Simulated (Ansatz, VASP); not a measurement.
Two plane-wave programs on BP

The input POSCAR:

```
BP
1.0
    0.0000000000      2.2690000000      2.2690000000
    2.2690000000      0.0000000000      2.2690000000
    2.2690000000      2.2690000000      0.0000000000
B P
1 1
Direct
    0.0000000000      0.0000000000      0.0000000000
    0.2500000000      0.2500000000      0.2500000000
```

Contents of INCAR.step1:

```
SYSTEM = BP
PREC = Accurate
ENCUT = 520
ISMEAR = -1
SIGMA = 0.02
LREAL = .False.
LASPH = .True.
NELM = 100
NBANDS = 11
GGA = PE
ALGO = Normal
EDIFF = 1E-4
LWAVE = .True.
LCHARG = .False.
```

Contents of INCAR.step2:

```
SYSTEM = BP
PREC = Accurate
ENCUT = 520
EDIFF = 1E-6
ISMEAR = -1
SIGMA = 0.02
LREAL = .False.
LASPH = .True.
NELM = 100
ALGO = Normal
ISIF = 2
LWAVE = .False.
LCHARG = .False.
METAGGA = R2SCAN
LMIXTAU = .True.
NBANDS = 11
ISTART = 1
```

KPOINTS

```
Automatic mesh
0
Gamma
  8 8 8
  0 0 0
```

Input for Ansatz:

```yaml
crystal:
  lattice:
    - [0.0, 2.269, 2.269]
    - [2.269, 0.0, 2.269]
    - [2.269, 2.269, 0.0]
  atoms:
    - { symbol: B, position: [0.0, 0.0, 0.0] }
    - { symbol: P, position: [0.25, 0.25, 0.25] }
basis:
  ecutwfc: 600.0
kpoints:
  mp_grid:
    grid: [8, 8, 8]
hamiltonian:
  xc: r2scan
scf:
  occupations:
    method: fermi_dirac
    width: 0.02
output:
  stress: true
```

Alike in both runs: task single point; functional r2SCAN; k mesh 8 × 8 × 8; occupations fermi-dirac, width 0.02 eV; no spin polarisation.

|  | VASP | Ansatz |
| --- | --- | --- |
| version | VASP 6.6.1 | Ansatz 0.2.0 |
| potentials or method | VASP PAW PBE potentials, release 64 (B, P), cutoff 520 eV | plane waves, PAW |
| valence electrons in the cell | 8 | 8 |

```tsv
	VASP	Ansatz	Ansatz less VASP
pressure (GPa)	-0.7	-0.1	+0.51
```

VASP's potentials were made for PBE, not for r2SCAN.
